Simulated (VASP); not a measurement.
# Si4HO8 (a cell with a defect) in VASP: single point with PBE

Aim: the single point of Si4HO8 (a cell with a defect) with PBE.

All numbers are computed with VASP 6.6.1; they aren't measurements. Logs are shortened: lines on timing, memory, paths and dates and some standing lists are left out, and cuts for length are marked.

**1. The cell of the first run**

The cell holds a defect, 13 atoms: a = 4.177 Å, b = 4.177 Å, c = 5.330 Å, α = 90.00°, β = 90.00°, γ = 90.00°.

**2. Single point, PBE**

The input, INCAR:

```
ALGO = Normal
EDIFF = 1E-6
ENCUT = 520
GGA = PE
GGA_COMPAT = False
ISIF = 2
ISMEAR = -1
LASPH = True
LCHARG = True
LELF = True
LREAL = False
LVHAR = True
LWAVE = False
NBANDS = 44
NELECT = 64.0
NELM = 120
PREC = Accurate
SIGMA = 0.02
```

The input, KPOINTS:

```
k-points
0
Gamma
  2 2 2
```

The input, POSCAR:

```
Si4HO8
1.0
    4.1773000000      0.0000000000      0.0000000000
    0.0000000000      4.1773000000      0.0000000000
    0.0000000000      0.0000000000      5.3304000000
Si O H
4 8 1
Direct
    0.0000000000      0.0000000000      0.0000000000
    0.5000000000      0.5000000000      0.2500000000
    0.0000000000      0.0000000000      0.5000000000
    0.5000000000      0.5000000000      0.7500000000
    0.3059000000      0.3059000000      0.0000000000
    0.1941000000      0.8059000000      0.2500000000
    0.6941000000      0.6941000000      0.0000000000
    0.8059000000      0.1941000000      0.2500000000
    0.3059000000      0.3059000000      0.5000000000
    0.1941000000      0.8059000000      0.7500000000
    0.6941000000      0.6941000000      0.5000000000
    0.8059000000      0.1941000000      0.7500000000
    0.0000000000      0.5000000000      0.1250000000
```

Potentials or basis: VASP PAW PBE potentials, release 64 (Si, O, H).

On the command line:

```
$ cat potpaw_PBE.64/Si/POTCAR potpaw_PBE.64/O/POTCAR potpaw_PBE.64/H/POTCAR > POTCAR
$ mpirun -np 1 vasp_std > vasp.out
```

OUTCAR:

```text
EDIFF = 1E-6
   ENCUT = 520
   GGA = PE
   ISIF = 2
   ISMEAR = -1
   LASPH = True
   LREAL = False
   NELECT = 64.0
   NELM = 120
   PREC = Accurate

 ion  position               nearest neighbor table
   1  0.000  0.000  0.000-   6 1.76   8 1.76  10 1.76  12 1.76   7 1.81   5 1.81   3 2.67   3 2.67

   2  0.500  0.500  0.250-   5 1.76   7 1.76   9 1.76  11 1.76   6 1.81   8 1.81   4 2.67   4 2.67

   3  0.000  0.000  0.500-   6 1.76   8 1.76  10 1.76  12 1.76  11 1.81   9 1.81   1 2.67   1 2.67

   4  0.500  0.500  0.750-   5 1.76   7 1.76   9 1.76  11 1.76  10 1.81  12 1.81   2 2.67   2 2.67

   5  0.306  0.306  0.000-   2 1.76   4 1.76   1 1.81
   6  0.194  0.806  0.250-   1 1.76   3 1.76   2 1.81
   7  0.694  0.694  0.000-   2 1.76   4 1.76   1 1.81
   8  0.806  0.194  0.250-   1 1.76   3 1.76   2 1.81
   9  0.306  0.306  0.500-   2 1.76   4 1.76   3 1.81
  10  0.194  0.806  0.750-   1 1.76   3 1.76   4 1.81
  11  0.694  0.694  0.500-   2 1.76   4 1.76   3 1.81
  12  0.806  0.194  0.750-   1 1.76   3 1.76   4 1.81
  13  0.000  0.500  0.125-

  LATTYP: Found a simple tetragonal cell.
 ALAT       =     4.1773000000
 C/A-ratio  =     1.2760395471

  Lattice vectors:

 A1 = (   4.1773000000,   0.0000000000,   0.0000000000)
 A2 = (   0.0000000000,   4.1773000000,   0.0000000000)
 A3 = (   0.0000000000,   0.0000000000,   5.3304000000)

Analysis of symmetry for initial positions (statically):
=====================================================================
 Subroutine PRICEL returns:
 Original cell was already a primitive cell.

 Routine SETGRP: Setting up the symmetry group for a
 simple tetragonal supercell.

 Subroutine GETGRP returns: Found  4 space group operations
 (whereof  2 operations were pure point group operations)
 out of a pool of 16 trial point group operations.

The static configuration has the point symmetry C_2 .
 The point group associated with its full space group is S_4 .

Analysis of symmetry for dynamics (positions and initial velocities):
=====================================================================
 Subroutine PRICEL returns:
 Original cell was already a primitive cell.

 Routine SETGRP: Setting up the symmetry group for a
 simple tetragonal supercell.

 Subroutine GETGRP returns: Found  4 space group operations
 (whereof  2 operations were pure point group operations)
 out of a pool of 16 trial point group operations.

The dynamic configuration has the point symmetry C_2 .
 The point group associated with its full space group is S_4 .

 Subroutine INISYM returns: Found  4 space group operations
 (whereof  2 operations are pure point group operations),
 and found     1 'primitive' translations

----------------------------------------------------------------------------------------

                                     Primitive cell

  volume of cell :      93.0146

  direct lattice vectors                    reciprocal lattice vectors
     4.177300000  0.000000000  0.000000000     0.239389079  0.000000000  0.000000000
     0.000000000  4.177300000  0.000000000     0.000000000  0.239389079  0.000000000
     0.000000000  0.000000000  5.330400000     0.000000000  0.000000000  0.187603182

  length of vectors
     4.177300000  4.177300000  5.330400000     0.239389079  0.239389079  0.187603182

  position of ions in fractional coordinates (direct lattice)
     0.000000000  0.000000000  0.000000000
     0.500000000  0.500000000  0.250000000
     0.000000000  0.000000000  0.500000000
     0.500000000  0.500000000  0.750000000
     0.305900000  0.305900000  0.000000000
     0.194100000  0.805900000  0.250000000
     0.694100000  0.694100000  0.000000000
     0.805900000  0.194100000  0.250000000
     0.305900000  0.305900000  0.500000000
     0.194100000  0.805900000  0.750000000
     0.694100000  0.694100000  0.500000000
     0.805900000  0.194100000  0.750000000
     0.000000000  0.500000000  0.125000000

  ion indices of the primitive-cell ions
   primitive index   ion index
                 1           1
                 2           2
                 3           3
                 4           4
                 5           5
                 6           6
                 7           7
                 8           8
                 9           9
                10          10
                11          11
                12          12
                13          13

----------------------------------------------------------------------------------------

 KPOINTS: k-points

Automatic generation of k-mesh.
 Grid dimensions read from file:
 generate k-points for:    2    2    2

 Generating k-lattice:

  Cartesian coordinates                     Fractional coordinates (reciprocal lattice)
     0.119694540  0.000000000  0.000000000     0.500000000  0.000000000  0.000000000
     0.000000000  0.119694540  0.000000000     0.000000000  0.500000000  0.000000000
     0.000000000  0.000000000  0.093801591     0.000000000  0.000000000  0.500000000

  Length of vectors
     0.119694540  0.119694540  0.093801591

  Shift w.r.t. Gamma in fractional coordinates (k-lattice)
     0.000000000  0.000000000  0.000000000

 Subroutine IBZKPT returns following result:
 ===========================================

 Found      6 irreducible k-points:

 Following reciprocal coordinates:
            Coordinates               Weight
  0.000000  0.000000  0.000000      1.000000
  0.500000  0.000000  0.000000      2.000000
  0.500000  0.500000  0.000000      1.000000
  0.000000  0.000000  0.500000      1.000000
  0.500000  0.000000  0.500000      2.000000
  0.500000  0.500000  0.500000      1.000000
   k-points           NKPTS =      6   k-points in BZ     NKDIM =      6   number of bands    NBANDS=     44
   number of dos      NEDOS =    301   number of ions     NIONS =     13
   total plane-waves  NPLWV =  40960
   dimension x,y,z NGX =    32 NGY =   32 NGZ =   40
   dimension x,y,z NGXF=    64 NGYF=   64 NGZF=   80
   ions per type =               4   8   1
   NGX,Y,Z   is equivalent  to a cutoff of  12.74, 12.74, 12.48 a.u.
   NGXF,Y,Z  is equivalent  to a cutoff of  25.47, 25.47, 24.95 a.u.
 SYSTEM =  unknown system
   PREC   = accura    normal or accurate (medium, high low for compatibility)
   ISTART =      0    job   : 0-new  1-cont  2-samecut
   ICHARG =      2    charge: 1-file 2-atom 10-const
   ISPIN  =      1    spin polarized calculation?
   LNONCOLLINEAR =      F non collinear calculations
   LSORBIT =      F    spin-orbit coupling
   LASPH  =      T    aspherical Exc in radial PAW
   ENCUT  =  520.0 eV  38.22 Ry    6.18 a.u.   7.77  7.77  9.91*2*pi/ulx,y,z
   NELM   =    120;   NELMIN=  2; NELMDL= -5     # of ELM steps
   EDIFF  = 0.1E-05   stopping-criterion for ELM
   LREAL  =      F    real-space projection
   EDIFFG = 0.1E-04   stopping-criterion for IOM
   NSW    =      0    number of steps for IOM
   IBRION =     -1    ionic relax: 0-MD 1-quasi-New 2-CG
   NFREE  =      0    steps in history (QN), initial steepest desc. (CG)
   ISIF   =      2    stress and relaxation
   ISYM   =      2    0-nonsym 1-usesym 2-fastsym
   POTIM  = 0.5000    time-step for ionic-motion
   TEBEG  =    0.0;   TEEND  =   0.0 temperature during run
   PSTRESS=    0.0 pullay stress
   NELECT =      64.0000    total number of electrons
   NUPDOWN=      -1.0000    fix difference up-down
   EMIN   =  10.00;   EMAX   =-10.00  energy-range for DOS
   EFERMI =   0.00;   METHOD = LEGACY
   ISMEAR =    -1;   SIGMA  =   0.02  broadening in eV -4-tet -1-fermi 0-gaus
   EFERMI_NEDOS =   21; number of points for ismear=-14 and -15
   IALGO  =     38    algorithm
   IMIX   =      4    mixing-type and parameters
     AMIX     =   0.40;   BMIX     =  1.00
     AMIX_MAG =   1.60;   BMIX_MAG =  1.00
  volume/ion in A,a.u.               =       7.15        48.28
  Fermi-wavevector in a.u.,A,eV,Ry     =   1.445277  2.731178 28.420200  2.088826
  Thomas-Fermi vector in A             =   2.563477
   LORBIT       =      0    0 simple, 1 ext, 2 COOP (PROOUT), +10 PAW based schemes
   GGA     = PE    functional components
   LHFCALC =     F    Hartree Fock is set to
   AEXX    =    0.0000 exact exchange contribution
   IVDW    =     0    specifies the selected vdW correction
   LEPSILON=     F    determine dielectric tensor
   LRPA    =     F    only Hartree local field effects (RPA)
 non-spin polarized calculation
  energy-cutoff  :      520.00
  volume of cell :       93.01
 maximum number of plane-waves:      2508
 NGX is ok and might be reduce to    32
   NGX = 15   NGY = 15   NGZ = 19

 number of electron      63.9999950 magnetization

 Free energy of the ion-electron system (eV)
  ---------------------------------------------------
  ext. energy  EPLUGINS =         0.00000000
  ---------------------------------------------------
  free energy    TOTEN  =      -103.23413738 eV

  energy without entropy =     -103.23413738  energy(sigma->0) =     -103.23413738

 E-fermi :   8.8971     XC(G=0): -12.3239

 val. band max:        8.3829880659   @ k =   0.0000   0.0000   0.0000
 cond. band min:      12.5778787275   @ k =   0.0000   0.0000   0.0000
 fundamental gap:      4.1948906616
 Fermi energy:         8.8970833206

 k-point     1 :       0.0000    0.0000    0.0000
  band No.  band energies     occupation
      1     -14.4205      2.00000
      2     -11.6904      2.00000
      3     -11.4458      2.00000
      4     -10.9091      2.00000
      5     -10.9091      2.00000
      6     -10.1062      2.00000
[... 36 lines left out ...]
     43      21.1039      0.00000
     44      21.1042      0.00000

 k-point     2 :       0.5000    0.0000    0.0000
  band No.  band energies     occupation
      1     -13.2859      2.00000
      2     -13.0843      2.00000
      3     -11.1922      2.00000
      4     -11.1863      2.00000
      5     -10.5366      2.00000
      6     -10.4970      2.00000
[... 36 lines left out ...]
     43      20.1269      0.00000
     44      20.5893      0.00000

 k-point     3 :       0.5000    0.5000    0.0000
  band No.  band energies     occupation
      1     -12.6451      2.00000
      2     -12.6451      2.00000
      3     -11.5786      2.00000
      4     -11.1397      2.00000
      5     -10.9436      2.00000
      6     -10.9436      2.00000
[... 36 lines left out ...]
     43      20.7455      0.00000
     44      21.7692      0.00000

 k-point     4 :       0.0000    0.0000    0.5000
  band No.  band energies     occupation
      1     -14.0018      2.00000
      2     -13.0115      2.00000
      3     -10.8111      2.00000
      4     -10.8111      2.00000
      5     -10.6799      2.00000
      6      -9.9072      2.00000
[... 36 lines left out ...]
     43      20.0443      0.00000
     44      21.8368      0.00000

 k-point     5 :       0.5000    0.0000    0.5000
  band No.  band energies     occupation
      1     -12.9920      2.00000
      2     -12.7592      2.00000
      3     -11.8756      2.00000
      4     -11.8463      2.00000
      5     -10.3812      2.00000
      6     -10.3456      2.00000
[... 36 lines left out ...]
     43      20.3203      0.00000
     44      20.7761      0.00000

 k-point     6 :       0.5000    0.5000    0.5000
  band No.  band energies     occupation
      1     -12.4257      2.00000
      2     -12.4257      2.00000
      3     -11.4602      2.00000
      4     -11.3010      2.00000
      5     -11.3010      2.00000
      6     -11.0178      2.00000
[... 36 lines left out ...]
     43      21.2482      0.00000
     44      21.3726      0.00000

------------------------ aborting loop because EDIFF is reached ----------------------------------------

  FORCE on cell =-STRESS in cart. coord.  units (eV):
  Direction    XX          YY          ZZ          XY          YZ          ZX
  --------------------------------------------------------------------------------------
  -------------------------------------------------------------------------------------
  Total       -5.7432529     -5.7432529     -3.1901746      0.0000001      0.0000000      0.0000000
  in kB      -98.9275808    -98.9275808    -54.9507858      0.0000019      0.0000000      0.0000000
  external PRESSURE =     -84.2686491 kB  Pullay stress =       0.0000000 kB

 VOLUME and BASIS-vectors are now :
 -----------------------------------------------------------------------------
  energy-cutoff  :      520.00
  volume of cell :       93.01
      direct lattice vectors                 reciprocal lattice vectors
     4.177300000  0.000000000  0.000000000     0.239389079  0.000000000  0.000000000
     0.000000000  4.177300000  0.000000000     0.000000000  0.239389079  0.000000000
     0.000000000  0.000000000  5.330400000     0.000000000  0.000000000  0.187603182

 POSITION                                       TOTAL-FORCE (eV/Angst)
 -----------------------------------------------------------------------------------
      0.00000      0.00000      0.00000         0.000000      0.000000     -2.216420
      2.08865      2.08865      1.33260         0.000000      0.000000      2.216420
      0.00000      0.00000      2.66520         0.000000      0.000000      1.923695
      2.08865      2.08865      3.99780         0.000000      0.000000     -1.923695
      1.27784      1.27784      0.00000        -1.146287      0.471736      0.951134
      0.81081      3.36649      1.33260        -0.471736     -1.146287     -0.951134
      2.89946      2.89946      0.00000         1.146287     -0.471736      0.951134
      3.36649      0.81081      1.33260         0.471736      1.146287     -0.951134
      1.27784      1.27784      2.66520        -0.241257     -0.286501     -0.601733
      0.81081      3.36649      3.99780         0.286501     -0.241257      0.601733
      2.89946      2.89946      2.66520         0.241257      0.286501     -0.601733
      3.36649      0.81081      3.99780        -0.286501      0.241257      0.601733
      0.00000      2.08865      0.66630         0.000000      0.000000     -0.000000
 -----------------------------------------------------------------------------------
    total drift:                               -0.000000     -0.000000     -0.000000

  FREE ENERGIE OF THE ION-ELECTRON SYSTEM (eV)
  ---------------------------------------------------
  free  energy   TOTEN  =      -103.2341373788 eV

  energy  without entropy=     -103.2341373788  energy(sigma->0) =     -103.23413738
```

It took 15 s on 1 thread of Intel Xeon 6975P-C (Granite Rapids), shared host; peak memory 0.19 GiB.

What came out:

* Free energy: -103.2341 eV
* Largest force: 2.216 eV/Å

Forces in eV/Å, atoms in the order of the input:
```
Si   0.000  0.000 -2.216
Si   0.000  0.000  2.216
Si   0.000  0.000  1.924
Si   0.000  0.000 -1.924
O   -1.146  0.472  0.951
O   -0.472 -1.146 -0.951
O    1.146 -0.472  0.951
O    0.472  1.146 -0.951
O   -0.241 -0.287 -0.602
O    0.287 -0.241  0.602
O    0.241  0.287 -0.602
O   -0.287  0.241  0.602
H    0.000  0.000  0.000
```

Levels at points of the mesh, in eV from the Fermi level:
```tsv
k point	band 28	band 29	band 30	band 31	band 32	band 33	band 34	band 35	band 36	band 37
(0.00, 0.00, 0.00)	-3.36	-2.95	-1.31	-1.31	-0.51	3.68	5.50	6.29	8.03	8.03
(0.50, 0.00, 0.00)	-2.73	-2.53	-2.38	-1.43	-1.41	4.09	7.31	7.36	8.35	8.38
(0.50, 0.50, 0.00)	-3.35	-2.13	-2.11	-1.76	-1.76	3.81	6.72	6.72	7.12	7.12
(0.00, 0.00, 0.50)	-2.57	-1.87	-1.58	-1.58	-1.10	3.80	6.97	7.20	9.29	9.60
(0.50, 0.00, 0.50)	-3.11	-2.38	-2.33	-1.53	-1.53	4.18	8.47	8.48	8.79	8.84
(0.50, 0.50, 0.50)	-2.72	-1.87	-1.87	-1.86	-1.85	3.81	7.50	7.50	8.01	8.01
```

Caveat: the k points lie up to 0.75 Å⁻¹ apart; the cell carries a net charge on a neutralising background, which shifts energy and pressure; the cell is charged against a uniform background, so pressure and absolute levels hang on convention.
